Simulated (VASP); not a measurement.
The system is HfO2.

```
Hf O
1.0
     5.55640    0.00000    0.00000
     0.00000    3.33360    0.00000
     0.00000    0.00000    6.50500
Hf O
4 8
Direct
  0.75132 0.25000 0.10787
  0.24868 0.75000 0.89213
  0.25132 0.25000 0.39213
  0.74868 0.75000 0.60787
  0.97921 0.75000 0.34145
  0.02079 0.25000 0.65855
  0.47921 0.75000 0.15855
  0.52079 0.25000 0.84145
  0.86050 0.75000 0.92340
  0.13950 0.25000 0.07660
  0.36050 0.75000 0.57660
  0.63950 0.25000 0.42340
```

| Item | Value |
| --- | --- |
| Program | VASP 6.6.1 |
| Task | relaxation of cell and atoms |
| Functional | LDA |
| Potentials or basis | VASP PAW LDA potentials, release 64 (Hf_pv, O) |
| Cutoff | 600 eV |
| k mesh | 4 × 6 × 4 |
| Occupations | gaussian, width 0.1 eV |
| Spin | no spin polarisation |

At the start: pressure -16.2 GPa; volume 10.04 Å³/atom.

**Question.** How do energy, volume and symmetry change on relaxing?

**Answer.** Over 12 steps the energy falls by 32.9 meV/atom and the volume is 9.41 Å³/atom (-6.3 %); space group Pnma (No. 62, to 0.1 Å) before and after.

Step by step:
| step | energy change (eV) | largest force (eV/Å) | pressure (GPa) | volume (Å³) |
| --- | --- | --- | --- | --- |
| 1 | 0.0000 | 0.1769 | -16.21 | 120.49 |
| 2 | 0.7298 | 1.1254 | 36.61 | 103.63 |
| 3 | -0.3572 | 0.2914 | -0.62 | 113.99 |
| 4 | -0.3575 | 0.3018 | -0.22 | 113.83 |
| 5 | -0.3574 | 0.3103 | 0.15 | 113.70 |
| 6 | -0.3749 | 0.1287 | 0.32 | 113.35 |
| 7 | -0.3775 | 0.2202 | 0.47 | 113.14 |
| 8 | -0.3875 | 0.1104 | -0.71 | 113.41 |
| 9 | -0.3889 | 0.0971 | -1.30 | 113.54 |
| 10 | -0.3932 | 0.0759 | 0.44 | 112.85 |
| 11 | -0.3933 | 0.0707 | 0.25 | 112.93 |
| 12 | -0.3949 | 0.0423 | 0.15 | 112.93 |

Final structure:
```
CELL_PARAMETERS angstrom
5.46236 0.00000 0.00000
0.00000 3.24005 0.00000
0.00000 0.00000 6.38074
ATOMIC_POSITIONS crystal
Hf 0.75446 0.25000 0.11338
Hf 0.24554 0.75000 0.88662
Hf 0.25446 0.25000 0.38662
Hf 0.74554 0.75000 0.61338
O 0.97581 0.75000 0.33837
O 0.02419 0.25000 0.66163
O 0.47581 0.75000 0.16163
O 0.52419 0.25000 0.83837
O 0.85871 0.75000 0.92652
O 0.14129 0.25000 0.07348
O 0.35871 0.75000 0.57348
O 0.64129 0.25000 0.42652
```

Caveat: the relaxation stopped at a loose force limit of 0.05 eV/Å, so its end isn't a converged minimum.
